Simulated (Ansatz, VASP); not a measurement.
InSe: VASP beside Ansatz

```xyz
4
Lattice="2.0066 1.1585 8.3443 -2.0066 1.1585 8.3443 0.0000 -2.3171 8.3443" Properties=species:S:1:pos:R:3 pbc="T T T"
In    0.0000    0.0000    0.0000
In    0.0000    0.0000    2.8087
Se    0.0000    0.0000   15.4078
Se    0.0000    0.0000   20.7773
```

Change from the starting cell: volume scaled by 1.01, PAW files.

Alike in both runs: task electric field gradients; functional PBEsol; k mesh 7 × 7 × 7; occupations fermi-dirac, width 0.01 eV; no spin polarisation.

```csv
,VASP,Ansatz
version,VASP 6.6.1,Ansatz 0.2.0
potentials or method,"VASP PAW PBE potentials, release 64 (In_d, Se)","PAW with Ansatz's default frozen-core files, scalar-relativistic"
plane-wave cutoff (eV),520,420
valence electrons in the cell,38,58
```

VASP gave:

```
gap on the k mesh at the Fermi level (eV)                     : 0.64
pressure (GPa)                                                : -0.2
traceless stress, the component that is largest in VASP (GPa) : -0.37
rms of the force components (eV/Å)                            : 0.057
size of Vzz on the site where it differs most (V/Å²)          : 61.2
```

Problem. Which values does Ansatz return?

Solution. gap on the k mesh at the Fermi level (eV): 0.64; pressure (GPa): -0.3; traceless stress, the component that is largest in VASP (GPa): -0.36; rms of the force components (eV/Å): 0.054; size of Vzz on the site where it differs most (V/Å²): 63.4.

VASP's potentials were made for PBE, not for PBEsol. Atom by atom the forces differ by 0.011 eV/Å (rms over components). The functional is the same, so the differences come from potentials, cutoffs and numerics. VASP's potentials hold 38 valence electrons a cell and Ansatz's 58, so a difference there can come from the potentials and not from the codes.
